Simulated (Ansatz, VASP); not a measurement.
**HfC2: VASP beside Ansatz**

```xyz
3
Lattice="0.0000 3.0095 3.0095 3.0095 0.0000 3.0095 3.0095 3.0095 0.0000" Properties=species:S:1:pos:R:3 pbc="T T T"
Hf    3.0095    3.0095    3.0095
C     4.5142    4.5142    4.5142
C     1.5047    1.5047    1.5047
```

Alike in both runs: task relaxation of cell and atoms; functional PBE; k mesh 6 × 6 × 6; occupations gaussian, width 0.1 eV; no spin polarisation.

|  | VASP | Ansatz |
| --- | --- | --- |
| version | VASP 6.6.1 | Ansatz 0.2.0 |
| potentials or method | VASP PAW PBE potentials, release 64 (Hf_pv, C), cutoff 600 eV | scalar-relativistic, plane waves, PAW |
| valence electrons in the cell | 18 | 34 |

|  | VASP | Ansatz | Ansatz less VASP |
| --- | --- | --- | --- |
| gap on the k mesh at the Fermi level, each at its own relaxed structure (eV) | none | none | - |
| relaxed volume (Å³/atom) | 12.50 | 12.52 | +0.027 |
| relaxed cell length with the largest relative difference (Å) | 3.757 | 3.760 | +0.0027 |

A gap of «none» marks a metal or a gap that the smearing closes. VASP's potentials hold 18 valence electrons a cell and Ansatz's 34, so a difference there can come from the potentials and not from the codes.

Spin-orbit coupling is off throughout. Noted on VASP's run: the volume moved by over 15 % at a fixed basis, so the end points are rough.
